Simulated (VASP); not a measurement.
# WS2 in VASP: notebook, part 2 of 2

VASP 6.6.1.

## (5) Single point, r2SCAN+D4

POSCAR

```
WS2
1.0
    3.1835160000      0.0000000000      0.0000000000
   -1.5917580000      2.7570057294      0.0000000000
    0.0000000000      0.0000000000     16.9505780000
W S
1 2
Direct
    0.3333330000      0.6666670000      0.0000000000
    0.6666670000      0.3333330000      0.9079990000
    0.6666670000      0.3333330000      0.0920010000
```

INCAR.step1

```
SYSTEM = WS2
PREC = Accurate ; ENCUT = 520
ISMEAR = -1 ; SIGMA = 0.1
LREAL = .FALSE. ; LASPH = .TRUE.
NELM = 100 ; NBANDS = 20
GGA = PE ; ALGO = Normal
EDIFF = 1E-4 ; LWAVE = .TRUE.
LCHARG = .FALSE.
```

INCAR.step2

```
SYSTEM = WS2
PREC = Accurate ; ENCUT = 520
EDIFF = 1E-6 ; ISMEAR = -1
SIGMA = 0.1 ; LREAL = .FALSE.
LASPH = .TRUE. ; NELM = 100
ALGO = Normal ; ISIF = 2
LWAVE = .FALSE. ; LCHARG = .FALSE.
METAGGA = R2SCAN ; LMIXTAU = .TRUE.
IVDW = 13 ; VDW_S6 = 1.0
VDW_S8 = 0.6018749 ; VDW_A1 = 0.51559235
VDW_A2 = 5.77342911 ; NBANDS = 20
ISTART = 1
```

KPOINTS

```
regular mesh
0
G
  6 6 1
  0 0 0
```

Potentials or basis: VASP PAW PBE potentials, release 64 (W_sv, S).

Command:

```bash
$ cat potpaw_PBE.64/W_sv/POTCAR potpaw_PBE.64/S/POTCAR > POTCAR
$ cp INCAR.step1 INCAR
$ mpirun -np 1 vasp_std > vasp.out
$ cp INCAR.step2 INCAR
$ mpirun -np 1 vasp_std > vasp.out
```

OUTCAR:

```text
SYSTEM = WS2
   PREC = Accurate
   ENCUT = 520
   EDIFF = 1E-6
   ISMEAR = -1
   LREAL = .FALSE.
   LASPH = .TRUE.
   NELM = 100
   ISIF = 2
   METAGGA = R2SCAN
   IVDW = 13
   ISTART = 1

 ion  position               nearest neighbor table
   1  0.333  0.667  0.000-   2 2.41   3 2.41   2 2.41   3 2.41   2 2.41   3 2.41
   2  0.667  0.333  0.908-   1 2.41   1 2.41   1 2.41
   3  0.667  0.333  0.092-   1 2.41   1 2.41   1 2.41

  LATTYP: Found a hexagonal cell.
 ALAT       =     3.1835160000
 C/A-ratio  =     5.3244833700

  Lattice vectors:

[... 332 lines left out ...]
  DFT-D4 for vdW energy calculation

  Edisp (eV):   -0.31463

  FORCE on cell =-STRESS in cart. coord.  units (eV):
  Direction    XX          YY          ZZ          XY          YZ          ZX
  --------------------------------------------------------------------------------------
  -------------------------------------------------------------------------------------
  Total      -0.34093    -0.34093    -0.10768     0.00000     0.00000     0.00000
  in kB      -3.67153    -3.67153    -1.15965     0.00000     0.00000     0.00000
  external pressure =       -2.83 kB  Pullay stress =        0.00 kB

 VOLUME and BASIS-vectors are now :
 -----------------------------------------------------------------------------
  energy-cutoff  :      520.00
  volume of cell :      148.77
      direct lattice vectors                 reciprocal lattice vectors
     3.183516000  0.000000000  0.000000000     0.314118101  0.181356170  0.000000000
    -1.591758000  2.757005729  0.000000000     0.000000000  0.362712340  0.000000000
     0.000000000  0.000000000 16.950578000     0.000000000  0.000000000  0.058995038

 POSITION                                       TOTAL-FORCE (eV/Angst)
 -----------------------------------------------------------------------------------
     -0.00000      1.83800      0.00000         0.000000     -0.000000      0.000000
      1.59176      0.91900     15.39111         0.000000      0.000000      0.027311
      1.59176      0.91900      1.55947        -0.000000      0.000000     -0.027311
 -----------------------------------------------------------------------------------
    total drift:                                0.000183     -0.000106      0.000000

  FREE ENERGIE OF THE ION-ELECTRON SYSTEM (eV)
  ---------------------------------------------------
  free  energy   TOTEN  =       -70.3529004004 eV

  energy  without entropy=      -70.3528773179  energy(sigma->0) =      -70.35288886
```

Wall time 2.9 min (1 thread of AMD EPYC 7R43 (Zen 3), shared host); peak memory 0.24 GiB.

What came out:

```
Free energy                : -70.3529 eV
Largest force              : 0.027 eV/Å
Band gap on the k mesh     : 1.90 eV, indirect (least direct gap 1.92 eV)
Dispersion energy per atom : -0.105 eV
```

Forces on the atoms (eV/Å):
```
W    0.000  0.000  0.000
S    0.000  0.000  0.027
S    0.000  0.000 -0.027
```

Levels at points of the mesh, in eV from the valence-band top:
| k point | band 10 | band 11 | band 12 | band 13 | band 14 | band 15 | band 16 | band 17 |
| --- | --- | --- | --- | --- | --- | --- | --- | --- |
| (0.00, 0.00, 0.00) | -2.22 | -1.79 | -1.79 | 0.00 | 3.06 | 3.06 | 3.22 | 3.22 |
| (0.50, 0.00, 0.00) | -3.64 | -2.27 | -1.44 | -0.99 | 2.99 | 3.46 | 4.40 | 4.99 |

Caveat: the PAW data sets were made with another functional, which shifts forces and pressure a little; spin-orbit coupling is left out, which moves the levels of the heavy elements.

## (6) Single point, r2SCAN+D4

POSCAR is that of step 5.

INCAR.step1

```
ALGO = Normal
EDIFF = 1E-4
ENCUT = 520
GGA = PE
ISMEAR = -1
LASPH = True
LCHARG = False
LREAL = False
LWAVE = True
NBANDS = 20
NELM = 60
PREC = Accurate
SIGMA = 0.1
```

INCAR.step2

```
ALGO = Normal
EDIFF = 1E-6
ENCUT = 520
ISIF = 2
ISMEAR = -1
ISTART = 1
IVDW = 13
LASPH = True
LCHARG = False
LMIXTAU = True
LREAL = False
LWAVE = False
METAGGA = R2SCAN
NBANDS = 20
NELM = 60
PREC = Accurate
SIGMA = 0.1
VDW_A1 = 0.51559235
VDW_A2 = 5.77342911
VDW_S6 = 1.0
VDW_S8 = 0.6018749
```

KPOINTS

```
k-points
0
Gamma
  8 8 2
```

Potentials or basis: VASP PAW PBE potentials, release 64 (W_sv, S).

Command:

```bash
$ cat potpaw_PBE.64/W_sv/POTCAR potpaw_PBE.64/S/POTCAR > POTCAR
$ cp INCAR.step1 INCAR
$ mpirun -np 1 vasp_std > vasp.out
$ cp INCAR.step2 INCAR
$ mpirun -np 1 vasp_std > vasp.out
```

It took 6.9 min on 1 thread of AMD EPYC 7R43 (Zen 3), shared host; peak memory 0.27 GiB.

Results (log left out):

| Item | Value |
| --- | --- |
| Free energy | -70.3555 eV |
| Largest force | 0.032 eV/Å |
| Band gap on the k mesh | 2.18 eV, indirect (least direct gap 2.39 eV) |
| Dispersion energy per atom | -0.105 eV |

Forces in eV/Å, atoms in the order of the input:
```
W    0.000  0.000  0.000
S    0.000  0.000  0.032
S    0.000  0.000 -0.032
```

Levels at points of the mesh, in eV from the valence-band top:
```tsv
k point	band 10	band 11	band 12	band 13	band 14	band 15	band 16	band 17
(0.00, 0.00, 0.00)	-2.22	-1.79	-1.79	0.00	3.06	3.06	3.22	3.22
(0.50, 0.00, 0.00)	-3.64	-2.27	-1.44	-0.99	2.99	3.46	4.40	4.99
(0.00, 0.00, 0.50)	-2.22	-1.79	-1.79	0.00	3.06	3.06	3.22	3.22
(0.50, 0.00, 0.50)	-3.64	-2.27	-1.44	-0.99	2.99	3.46	4.40	4.99
```

Caveat: the PAW data sets were made with another functional, which shifts forces and pressure a little; spin-orbit coupling is left out, which moves the levels of the heavy elements.

## (7) Single point, r2SCAN+D4

POSCAR is that of step 6.

INCAR.step1

```
SYSTEM = WS2
PREC     = Accurate       ! precision mode
ENCUT    = 520            ! plane-wave cutoff, eV
ISMEAR   = -1             ! smearing method
SIGMA    = 0.1            ! smearing width, eV
LREAL    = .FALSE.        ! projectors in reciprocal space
LASPH    = .TRUE.         ! aspherical terms in the spheres
NELM     = 60             ! most SCF steps
NBANDS   = 20             ! bands
GGA      = PE             ! functional
ALGO     = Normal         ! electronic algorithm
EDIFF    = 1E-4           ! SCF threshold, eV
LWAVE    = .TRUE.         ! write WAVECAR
LCHARG   = .FALSE.        ! write CHGCAR
```

INCAR.step2

```
SYSTEM = WS2
PREC     = Accurate       ! precision mode
ENCUT    = 520            ! plane-wave cutoff, eV
EDIFF    = 1E-6           ! SCF threshold, eV
ISMEAR   = -1             ! smearing method
SIGMA    = 0.1            ! smearing width, eV
LREAL    = .FALSE.        ! projectors in reciprocal space
LASPH    = .TRUE.         ! aspherical terms in the spheres
NELM     = 60             ! most SCF steps
ALGO     = Normal         ! electronic algorithm
ISIF     = 2              ! what is computed and relaxed
LWAVE    = .FALSE.        ! write WAVECAR
LCHARG   = .FALSE.        ! write CHGCAR
METAGGA  = R2SCAN         ! meta-GGA
LMIXTAU  = .TRUE.       
IVDW     = 13             ! dispersion correction
VDW_S6   = 1.0          
VDW_S8   = 0.6018749    
VDW_A1   = 0.51559235   
VDW_A2   = 5.77342911   
NBANDS   = 20             ! bands
ISTART   = 1
```

KPOINTS

```
regular mesh
0
G
  10 10 2
  0 0 0
```

Command:

```bash
$ cat potpaw_PBE.64/W_sv/POTCAR potpaw_PBE.64/S/POTCAR > POTCAR
$ cp INCAR.step1 INCAR
$ mpirun -np 1 vasp_std > vasp.out
$ cp INCAR.step2 INCAR
$ mpirun -np 1 vasp_std > vasp.out
```

Wall time 9.6 min (1 thread of AMD EPYC 7R43 (Zen 3), shared host); peak memory 0.28 GiB.

It converged, with:

- Free energy: -70.3557 eV
- Largest force: 0.032 eV/Å
- Band gap on the k mesh: 2.10 eV, indirect (least direct gap 2.28 eV)
- Dispersion energy per atom: -0.105 eV

Forces in eV/Å, atoms in the order of the input:
```
W    0.000  0.000  0.000
S    0.000  0.000  0.032
S    0.000  0.000 -0.032
```

Levels at points of the mesh, in eV from the valence-band top:
```csv
k point,band 11,band 12,band 13,band 14,band 15,band 16
"(0.00, 0.00, 0.00)",-1.79,-1.79,0.00,3.06,3.06,3.22
"(0.50, 0.00, 0.00)",-2.27,-1.44,-0.99,2.99,3.46,4.40
"(0.00, 0.00, 0.50)",-1.79,-1.79,0.00,3.06,3.06,3.22
"(0.50, 0.00, 0.50)",-2.27,-1.44,-0.99,2.99,3.46,4.40
```

Caveat: the PAW data sets were made with another functional, which shifts forces and pressure a little; spin-orbit coupling is left out, which moves the levels of the heavy elements.

## (8) Summary

```csv
k mesh,gap on the mesh (eV),largest force (eV/Å)
3 × 3 × 1,1.92,0.19
4 × 4 × 1,2.52,0.09
5 × 5 × 1,2.32,0.04
6 × 6 × 1,1.90,0.03
8 × 8 × 2,2.18,0.03
10 × 10 × 2,2.10,0.03
```

Alike in all rows: task single point; level r2SCAN+D4; potentials or basis VASP PAW PBE potentials, release 64 (W_sv, S); no spin polarisation; cell as given; cutoff (eV) 520; smearing fermi-dirac 0.1 eV.

Caveats: some runs use coarse meshes; the PAW data sets were made with another functional, which shifts forces and pressure a little; spin-orbit coupling is left out, which moves the levels of the heavy elements.

Absolute energies hang on the potentials; compare differences alone.
